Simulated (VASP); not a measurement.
# H20CO12 in VASP: single point with PBE+D3(BJ)

Aim: the single point of H20CO12 with PBE+D3(BJ).

Everything below comes from runs of VASP 6.6.1. Logs are shortened: lines on timing, memory, paths and dates and some standing lists are left out, and cuts for length are marked.

## Step 1: The cell of the first run

The cell holds a disordered packing, 33 atoms: a = 7.153 Å, b = 7.153 Å, c = 7.153 Å, α = 90.00°, β = 90.00°, γ = 90.00°.

## Step 2: Single point, PBE+D3(BJ)

The input, INCAR:

```
SYSTEM = H20CO12
PREC = Accurate
ENCUT = 1000
EDIFF = 1E-6
ISMEAR = -1
SIGMA = 0.05
LREAL = Auto
LASPH = .TRUE.
NELM = 120
ALGO = Normal
ISIF = 2
LWAVE = .FALSE.
LCHARG = .FALSE.
GGA = PE
IVDW = 12
NBANDS = 70
GGA_COMPAT = .FALSE.
```

The input, KPOINTS:

```
regular mesh
0
G
  1 1 1
  0 0 0
```

The input, POSCAR:

```
H20CO12
1.0
    7.1530900000      0.0000000000      0.0000000000
    0.0000000000      7.1530900000      0.0000000000
    0.0000000000      0.0000000000      7.1530900000
O H C
12 20 1
Direct
    0.4990531257      0.3762428237      0.3901872687
    0.0411517202      0.3486155657      0.3202084115
    0.4086178342      0.0421162825      0.8526533972
    0.4826432828      0.7499176012      0.3752019813
    0.7344916010      0.3459793151      0.0538695385
    0.8680624742     -0.0236865482      0.3822309000
    0.6947647912      1.1890601397      0.6828140005
   -0.0015088589      0.7360564114      0.1227359841
    0.2245378345      1.0111430043      0.5184425909
    0.6324066431      0.7399399766      0.0187834125
    0.2845253171      0.6122215299      0.7998763488
   -0.0140213977      0.5806550172      0.6699628542
    0.5628368264      0.3380398282      0.2748122852
    0.5660537820      0.3118772657      0.4929665027
    0.1591866655      0.2850045391      0.3522836665
   -0.0026877997      0.3994154228      0.4390736059
    0.3219996778      0.0161722670      0.7479494134
    0.4518823654     -0.0796948704      0.8990003893
    0.4849298372      0.6106811365      0.3965194397
    0.5914848082      0.7965116760      0.4441806759
    0.8588406290      0.3385246451      0.1105346249
    0.7442720982      0.2797274990     -0.0670552949
    0.8901140795      0.1001606522      0.3267587875
    0.9167797805     -0.1130136112      0.2850165133
    0.7619817820      1.0900718206      0.6163455906
    0.5848100275      1.1246630003      0.7447080844
    0.0283919272      0.6149868464      0.1794447196
   -0.1309555852      0.7229010102      0.0715245541
    0.0934746855      0.9807183256      0.4858026273
    0.3011200233      0.9172671583      0.4520868866
    0.5743536317      0.7525444389      0.1445939010
    0.6251383362      0.6053839598     -0.0053229589
    0.1349405540      0.5975166712      0.7372739977
```

Potentials or basis: VASP PAW PBE potentials, release 64 (O_h, H_h, C_h).

Command:

```bash
cat potpaw_PBE.64/O_h/POTCAR potpaw_PBE.64/H_h/POTCAR potpaw_PBE.64/C_h/POTCAR > POTCAR
mpirun -np 1 vasp_gam > vasp.out
```

OUTCAR:

```text
SYSTEM = H20CO12
   PREC = Accurate
   ENCUT = 1000
   EDIFF = 1E-6
   ISMEAR = -1
   LREAL = Auto
   LASPH = .TRUE.
   NELM = 120
   ISIF = 2
   GGA = PE
   IVDW = 12
 IVDW          = 12

 ion  position               nearest neighbor table
   1  0.499  0.376  0.390-  13 0.98  14 0.99
   2  0.041  0.349  0.320-  16 0.98  15 0.99
   3  0.409  0.042  0.853-  18 0.98  17 0.99
   4  0.483  0.750  0.375-  20 0.98  19 1.01
   5  0.734  0.346  0.054-  21 0.98  22 0.99
   6  0.868  0.976  0.382-  23 0.98  24 1.01
   7  0.695  0.189  0.683-  25 0.98  26 1.01
   8  0.998  0.736  0.123-  27 0.98  28 1.00
   9  0.225  0.011  0.518-  30 0.99  29 0.99
  10  0.632  0.740  0.019-  32 0.98  31 1.00
  11  0.285  0.612  0.800-  33 1.16
  12  0.986  0.581  0.670-  33 1.18
  13  0.563  0.338  0.275-   1 0.98
  14  0.566  0.312  0.493-   1 0.99
  15  0.159  0.285  0.352-   2 0.99
  16  0.997  0.399  0.439-   2 0.98
[... 14 lines left out ...]
  31  0.574  0.753  0.145-  10 1.00
  32  0.625  0.605  0.995-  10 0.98
  33  0.135  0.598  0.737-  11 1.16  12 1.18

  LATTYP: Found a simple cubic cell.
 ALAT       =     7.1530900000

  Lattice vectors:

 A1 = (   7.1530900000,   0.0000000000,   0.0000000000)
 A2 = (   0.0000000000,   7.1530900000,   0.0000000000)
 A3 = (   0.0000000000,   0.0000000000,   7.1530900000)

Analysis of symmetry for initial positions (statically):
=====================================================================
 Subroutine PRICEL returns:
 Original cell was already a primitive cell.

 Routine SETGRP: Setting up the symmetry group for a
 simple cubic supercell.

 Subroutine GETGRP returns: Found  1 space group operations
 (whereof  1 operations were pure point group operations)
 out of a pool of 48 trial point group operations.

The static configuration has the point symmetry C_1 .

Analysis of symmetry for dynamics (positions and initial velocities):
=====================================================================
 Subroutine PRICEL returns:
 Original cell was already a primitive cell.

 Routine SETGRP: Setting up the symmetry group for a
 simple cubic supercell.

 Subroutine GETGRP returns: Found  1 space group operations
 (whereof  1 operations were pure point group operations)
 out of a pool of 48 trial point group operations.

The dynamic configuration has the point symmetry C_1 .

[... 138 lines left out ...]
   EDIFFG = 0.1E-04   stopping-criterion for IOM
   NSW    =      0    number of steps for IOM
   IBRION =     -1    ionic relax: 0-MD 1-quasi-New 2-CG
   NFREE  =      0    steps in history (QN), initial steepest desc. (CG)
   ISIF   =      2    stress and relaxation
   ISYM   =      2    0-nonsym 1-usesym 2-fastsym
   POTIM  = 0.5000    time-step for ionic-motion
   TEBEG  =    0.0;   TEEND  =   0.0 temperature during run
   PSTRESS=    0.0 pullay stress
   NELECT =      96.0000    total number of electrons
   NUPDOWN=      -1.0000    fix difference up-down
   EMIN   =  10.00;   EMAX   =-10.00  energy-range for DOS
   EFERMI =   0.00;   METHOD = LEGACY
   ISMEAR =    -1;   SIGMA  =   0.05  broadening in eV -4-tet -1-fermi 0-gaus
   EFERMI_NEDOS =   21; number of points for ismear=-14 and -15
   IALGO  =     38    algorithm
   IMIX   =      4    mixing-type and parameters
     AMIX     =   0.40;   BMIX     =  1.00
     AMIX_MAG =   1.60;   BMIX_MAG =  1.00
  volume/ion in A,a.u.               =      11.09        74.85
  Fermi-wavevector in a.u.,A,eV,Ry     =   1.047944  1.980328 14.941746  1.098187
  Thomas-Fermi vector in A             =   2.182846
   LORBIT       =      0    0 simple, 1 ext, 2 COOP (PROOUT), +10 PAW based schemes
   GGA     = PE    functional components
   LHFCALC =     F    Hartree Fock is set to
   AEXX    =    0.0000 exact exchange contribution
   IVDW    =    12    specifies the selected vdW correction
   LEPSILON=     F    determine dielectric tensor
   LRPA    =     F    only Hartree local field effects (RPA)
 non-spin polarized calculation
  energy-cutoff  :     1000.00
  volume of cell :      366.00
 maximum number of plane-waves:     13097
 NGX is ok and might be reduce to    80
   NGX = 37   NGY = 37   NGZ = 37

 number of electron      96.0000004 magnetization

 Free energy of the ion-electron system (eV)
  ---------------------------------------------------
  ext. energy  EPLUGINS =         0.00000000
  ---------------------------------------------------
  free energy    TOTEN  =      -170.42697979 eV

  energy without entropy =     -170.42697979  energy(sigma->0) =     -170.42697979

 E-fermi :  -2.2534     XC(G=0):  -6.6719

 val. band max:       -3.4704316685   @ k =   0.0000   0.0000   0.0000
 cond. band min:       1.3002993112   @ k =   0.0000   0.0000   0.0000
 fundamental gap:      4.7707309796
 Fermi energy:        -2.2533577620

 k-point     1 :       0.0000    0.0000    0.0000
  band No.  band energies     occupation
      1     -25.7168      2.00000
      2     -24.7188      2.00000
      3     -22.5387      2.00000
      4     -22.1679      2.00000
      5     -21.9362      2.00000
      6     -21.8168      2.00000
[... 52 lines left out ...]
     59       6.1900      0.00000
     60       6.3370      0.00000
 [bands above 60 left out]

------------------------ aborting loop because EDIFF is reached ----------------------------------------

 Edisp (eV)   -1.13755

 E8    (eV) :    -0.2391

  FORCE on cell =-STRESS in cart. coord.  units (eV):
  Direction    XX          YY          ZZ          XY          YZ          ZX
  --------------------------------------------------------------------------------------
  -------------------------------------------------------------------------------------
  Total      -0.67322    -1.14483    -1.62637     1.59384     0.35464     0.18081
  in kB      -2.94703    -5.01152    -7.11951     6.97708     1.55246     0.79150
  external pressure =       -5.03 kB  Pullay stress =        0.00 kB

 VOLUME and BASIS-vectors are now :
 -----------------------------------------------------------------------------
  energy-cutoff  :     1000.00
  volume of cell :      366.00
      direct lattice vectors                 reciprocal lattice vectors
     7.153090000  0.000000000  0.000000000     0.139799723  0.000000000  0.000000000
     0.000000000  7.153090000  0.000000000     0.000000000  0.139799723  0.000000000
     0.000000000  0.000000000  7.153090000     0.000000000  0.000000000  0.139799723

 POSITION                                       TOTAL-FORCE (eV/Angst)
 -----------------------------------------------------------------------------------
      3.56977      2.69130      2.79104        -0.004130      0.010407     -0.008942
      0.29436      2.49368      2.29048         0.127155     -0.056407      0.074265
      2.92288      0.30126      6.09911         0.049048     -0.149633      0.042082
      3.45239      5.36423      2.68385         0.297025     -0.019053      0.228912
      5.25388      2.47482      0.38533         0.147326     -0.115328     -0.118467
      6.20933      6.98366      2.73413         0.053914      0.141754     -0.132033
[... 25 lines left out ...]
      4.47167      4.33037      7.11501         0.025260     -0.025451     -0.019647
      0.96524      4.27409      5.27379        -0.071201      0.032055     -0.106558
 -----------------------------------------------------------------------------------
    total drift:                                0.000081     -0.000783     -0.001924

  FREE ENERGIE OF THE ION-ELECTRON SYSTEM (eV)
  ---------------------------------------------------
  free  energy   TOTEN  =      -171.5645248040 eV

  energy  without entropy=     -171.5645248039  energy(sigma->0) =     -171.56452480
```

stdout:

```text
POSCAR found type information on POSCAR O H C
 POSCAR found :  3 types and      33 ions
 scaLAPACK will be used
 LDA part: xc-table for (Slater+PW92), standard interpolation
 POSCAR, INCAR and KPOINTS ok, starting setup
 FFT: planning ... GRIDC
 FFT: planning ... GRID_SOFT
 FFT: planning ... GRID
 WAVECAR not read
 entering main loop
```

It took 2.8 min on 1 thread of AMD EPYC 7R43 (Zen 3), shared host; peak memory 0.85 GiB.

What came out:

```yaml
Free_energy: -171.5645 eV
Pressure: -0.5 GPa
Largest_force: 0.375 eV/Å
Band_gap_on_the_k_mesh: 4.77 eV
Dispersion_energy_per_atom: -0.034 eV
```

Forces in eV/Å, atoms in the order of the input:
```
O   -0.004  0.010 -0.009
O    0.127 -0.056  0.074
O    0.049 -0.150  0.042
O    0.297 -0.019  0.229
O    0.147 -0.115 -0.118
O    0.054  0.142 -0.132
O    0.145  0.067 -0.131
O   -0.133 -0.145  0.091
O   -0.036 -0.144  0.000
O   -0.069 -0.032  0.002
O    0.034 -0.062  0.059
O    0.073 -0.015  0.050
H   -0.008  0.031 -0.020
H   -0.003 -0.006  0.032
H   -0.111  0.109 -0.090
H    0.002 -0.005 -0.052
H   -0.034  0.012 -0.066
H    0.025  0.053  0.015
H   -0.021  0.043 -0.054
H   -0.180  0.012 -0.234
H   -0.109  0.037 -0.009
H   -0.096  0.080  0.070
H   -0.074 -0.174  0.105
H   -0.007 -0.062  0.058
H   -0.035  0.096  0.070
H   -0.139 -0.035  0.084
H    0.003  0.125 -0.055
H    0.069  0.071  0.022
H    0.086  0.058  0.056
H    0.015  0.052  0.050
H   -0.020  0.016 -0.011
H    0.025 -0.025 -0.020
C   -0.071  0.032 -0.107
```

Caveat: the k points lie up to 0.88 Å⁻¹ apart, too coarse for converged energies, forces and pressures.
